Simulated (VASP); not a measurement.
The system is Ca.

```
CELL_PARAMETERS angstrom
-2.09649 2.10173 2.44535
2.09649 -2.10173 2.44535
2.09649 2.10173 -2.44535
ATOMIC_POSITIONS crystal
Ca 0.50000 0.50000 0.00000
```

```yaml
Program: VASP 6.6.1
Task: relaxation of cell and atoms
Functional: PBE
Potentials_or_basis: VASP PAW PBE potentials, release 64 (Ca_sv)
Cutoff: 600 eV
k_mesh: 14 × 14 × 14
Occupations: gaussian, width 0.1 eV
Spin: no spin polarisation
```

At the start: pressure -0.3 GPa; volume 43.10 Å³/atom.

Q: How do energy, volume and symmetry change on relaxing?

A: Over 19 steps the energy falls by 11.6 meV/atom and the volume is 42.31 Å³/atom (-1.8 %); space group I4/mmm (No. 139, to 0.1 Å) before, Fm-3m (No. 225, to 0.1 Å).

The path:
```tsv
step	energy change (eV)	largest force (eV/Å)	pressure (GPa)	volume (Å³)
1	0.0000	0.0000	-0.34	43.10
2	-0.0011	0.0000	-0.12	42.52
3	-0.0013	0.0000	0.10	42.00
4	-0.0013	0.0000	0.07	42.06
5	-0.0017	0.0000	0.07	42.05
6	-0.0029	0.0000	0.08	42.03
7	-0.0053	0.0000	0.12	41.96
8	-0.0095	0.0000	0.23	41.70
9	-0.0011	0.0000	0.64	40.78
10	-0.0104	0.0000	0.30	41.55
11	-0.0104	0.0000	0.31	41.41
12	-0.0110	0.0000	0.20	41.79
13	-0.0111	0.0000	0.15	41.89
14	-0.0110	0.0000	0.07	42.08
15	-0.0111	0.0000	0.12	41.96
16	-0.0113	0.0000	0.08	42.05
17	-0.0115	0.0000	0.02	42.20
18	-0.0114	0.0000	-0.10	42.51
19	-0.0116	0.0000	-0.02	42.31
```

Final structure:
```cif
data_structure
_symmetry_space_group_name_H-M 'P 1'
_symmetry_Int_Tables_number 1
_cell_length_a 3.9113
_cell_length_b 3.9113
_cell_length_c 3.9113
_cell_angle_alpha 120.006
_cell_angle_beta 119.986
_cell_angle_gamma 90.007
_cell_volume 42.31
loop_
_atom_site_label
_atom_site_type_symbol
_atom_site_fract_x
_atom_site_fract_y
_atom_site_fract_z
_atom_site_occupancy
Ca1 Ca 0.50000 0.50000 0.00000 1
```
